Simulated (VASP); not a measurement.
Set up this calculation in VASP 6.6.1, as the native input.

```
Task                   : single point
Functional             : PBE
Potentials or basis    : VASP PAW PBE potentials, release 64 (Al, As)
Cutoff                 : 520 eV
k mesh                 : 4 × 4 × 4
Occupations            : gaussian, width 0.1 eV
Spin                   : no spin polarisation
Dipole correction      : no
Further INCAR settings : ALGO = Fast; EDIFF = 1e-06; NBANDS = 16
```

The structure of Al4As lies in POSCAR:

```
Al4As
1.0
   -2.7397346000      2.7397346000      2.7397346000
    2.7397346000     -2.7397346000      2.7397346000
    2.7397346000      2.7397346000     -2.7397346000
Al As
4 1
Direct
    0.5000000000      0.5000000000      0.5000000000
    0.5000000000      0.0000000000      0.0000000000
    0.0000000000      0.0000000000      0.5000000000
    0.0000000000      0.5000000000      0.0000000000
    0.0000000000      0.0000000000      0.0000000000
```

The cell was generated, and may not be a known phase.

One way to write it, as run:

INCAR

```
PREC = Accurate
ENCUT = 520
EDIFF = 1E-6
ISMEAR = 0
SIGMA = 0.1
LREAL = F
LASPH = T
NELM = 60
ALGO = Fast
ISIF = 2
LWAVE = F
LCHARG = F
GGA = PE
NBANDS = 16
```

KPOINTS

```
Automatic mesh
0
Gamma
  4 4 4
```

Potentials or basis: VASP PAW PBE potentials, release 64 (Al, As).

Run with:

```bash
$ cat potpaw_PBE.64/Al/POTCAR potpaw_PBE.64/As/POTCAR > POTCAR
$ mpirun -np 1 vasp_std > vasp.out
```

Results of the run:

The pressure is 26.7 GPa and the band gap on the k mesh is zero (an odd number of electrons rules out a gap without spin polarisation).

Caveat: the k points lie up to 0.41 Å⁻¹ apart, too coarse for converged energies and pressures of a metal.

Wall time 7.4 s on 1 thread of Intel(R) Xeon(R) 6975P-C (Granite Rapids) (shared host), peak memory 0.18 GiB.
